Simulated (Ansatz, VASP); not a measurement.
## BaZrO3 in VASP and in Ansatz

```
Ba Zr O
1.0
     4.20491    0.00000    0.00000
     0.00000    4.20491    0.00000
     0.00000    0.00000    4.20491
Ba Zr O
1 1 3
Direct
  0.00000 0.00000 0.00000
  0.50000 0.50000 0.50000
  0.00000 0.50000 0.50000
  0.50000 0.00000 0.50000
  0.50000 0.50000 0.00000
```

Alike in both runs: functional r2SCAN; k mesh 6 × 6 × 6; occupations fermi-dirac, width 0.02 eV; no spin polarisation.

Ansatz relaxed the structure, and its values are those at the end. VASP's run is a single point on that final structure, the one shown.

|  | VASP | Ansatz |
| --- | --- | --- |
| version | VASP 6.6.1 | Ansatz 0.2.0 |
| potentials or method | VASP PAW PBE potentials, release 64 (Ba_sv, Zr_sv, O), cutoff 520 eV | PAW plane waves |
| valence electrons in the cell | 40 | 40 |

```tsv
	VASP	Ansatz	Ansatz less VASP
gap on the k mesh at the Fermi level (eV)	3.68	3.74	+0.058
pressure (GPa)	1.1	0.0	-1.07
```

VASP's potentials were made for PBE, not for r2SCAN.

Spin-orbit coupling is off throughout.
